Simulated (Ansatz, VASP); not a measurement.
**Two plane-wave programs on Au**

The input INCAR:

```
SYSTEM = Au
ALGO = Fast
EDIFF = 1E-7
ENCUT = 520
GGA = PE
ISIF = 2
ISMEAR = -1
LASPH = .TRUE.
LCHARG = .FALSE.
LREAL = .FALSE.
LWAVE = .FALSE.
NBANDS = 18
NELM = 80
PREC = Accurate
SIGMA = 0.05
```

File KPOINTS:

```
k-points
0
G
  10 10 6
  0 0 0
```

File POSCAR:

```
Au
1.0
    2.8525392154      0.0000000000      0.0000000000
   -0.0131258315      2.8572914708      0.0000000000
   -1.1528656209     -1.2010102618      4.9888111224
Au
2
Direct
    0.6728620000      0.6659620000      0.2740550000
    0.3271380000      0.3340380000      0.7259450000
```

File input.yaml:

```yaml
crystal:
  lattice:
    - [2.8525392154, 0.0, 0.0]
    - [-0.0131258315, 2.8572914708, 0.0]
    - [-1.1528656209, -1.2010102618, 4.9888111224]
  atoms:
    - { symbol: Au, position: [0.672862, 0.665962, 0.274055] }
    - { symbol: Au, position: [0.327138, 0.334038, 0.725945] }
hamiltonian:
  xc: pbe
  pseudopotentials: { kind: paw }
kpoints:
  mp_grid: { grid: [10, 10, 6] }
scf:
  occupations: { method: fermi_dirac, width: 0.05 }
output:
  forces: true
  stress: true
  eigenvalues: true
```

Alike in both runs: task single point; functional PBE; k mesh 10 × 10 × 6; occupations fermi-dirac, width 0.05 eV; no spin polarisation.

```csv
,VASP,Ansatz
version,VASP 6.6.1,Ansatz 0.2.0
potentials or method,"VASP PAW PBE potentials, release 64 (Au)",Ansatz PAW
plane-wave cutoff (eV),520,420
valence electrons in the cell,22,38
```

|  | VASP | Ansatz | Ansatz less VASP |
| --- | --- | --- | --- |
| gap on the k mesh at the Fermi level (eV) | none | none | - |
| pressure (GPa) | -5.0 | -4.8 | +0.15 |
| traceless stress, the component that is largest in VASP (GPa) | 1.24 | 1.24 | +0.008 |
| rms of the force components (eV/Å) | 0.050 | 0.049 | -0.0011 |

Atom by atom the forces differ by 0.001 eV/Å (rms over components). A gap of «none» marks a metal or a gap that the smearing closes. VASP's potentials hold 22 valence electrons a cell and Ansatz's 38, so a difference there can come from the potentials and not from the codes.

Neither program's run includes spin-orbit coupling.
